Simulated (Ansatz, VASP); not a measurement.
# Two plane-wave programs on Cu

File INCAR:

```
PREC = Accurate
ENCUT = 600
EDIFF = 1E-7
ISMEAR = 1
SIGMA = 0.1
LREAL = F
LASPH = T
NELM = 60
ALGO = Normal
ISIF = 3
LWAVE = F
LCHARG = F
GGA = PE
IBRION = 2
NSW = 60
EDIFFG = -0.005
```

Contents of KPOINTS:

```
regular mesh
0
Gamma
  26 26 26
```

Contents of POSCAR:

```
Cu
1.0
    0.0000000000      1.8050000000      1.8050000000
    1.8050000000      0.0000000000      1.8050000000
    1.8050000000      1.8050000000      0.0000000000
Cu
1
Direct
    0.0000000000      0.0000000000      0.0000000000
```

Input for Ansatz:

```yaml
crystal:
  lattice:
    - [0.0, 1.805, 1.805]
    - [1.805, 0.0, 1.805]
    - [1.805, 1.805, 0.0]
  atoms:
    - { symbol: Cu, position: [0.0, 0.0, 0.0] }
kpoints:
  mp_grid: { grid: [26, 26, 26] }
scf:
  occupations: { method: cold, width: 0.1 }
hamiltonian:
  xc: pbe
  pseudopotentials: { kind: paw, azcp: { folder: soft_1 } }
output:
  forces: true
  stress: true
  populations: false
relax:
  f_tol: 0.005
  max_steps: 40
  cell: {}
```

Alike in both runs: task relaxation of cell and atoms; functional PBE; k mesh 26 × 26 × 26; no spin polarisation.

|  | VASP | Ansatz |
| --- | --- | --- |
| version | VASP 6.6.1 | Ansatz 0.2.0 |
| potentials or method | VASP PAW PBE potentials, release 64 (Cu) | plane-wave PAW, scalar-relativistic |
| plane-wave cutoff (eV) | 600 | 420 |
| occupations | methfessel-paxton of order 1, width 0.1 eV | cold, width 0.1 eV |
| valence electrons in the cell | 11 | 19 |

```tsv
	VASP	Ansatz	Ansatz less VASP
relaxed volume (Å³/atom)	12.01	11.95	-0.060
relaxed length of the cell vector where the two differ most in proportion (Å)	2.570	2.566	-0.0043
```

VASP's potentials hold 11 valence electrons a cell and Ansatz's 19, so a difference there can come from the potentials and not from the codes.
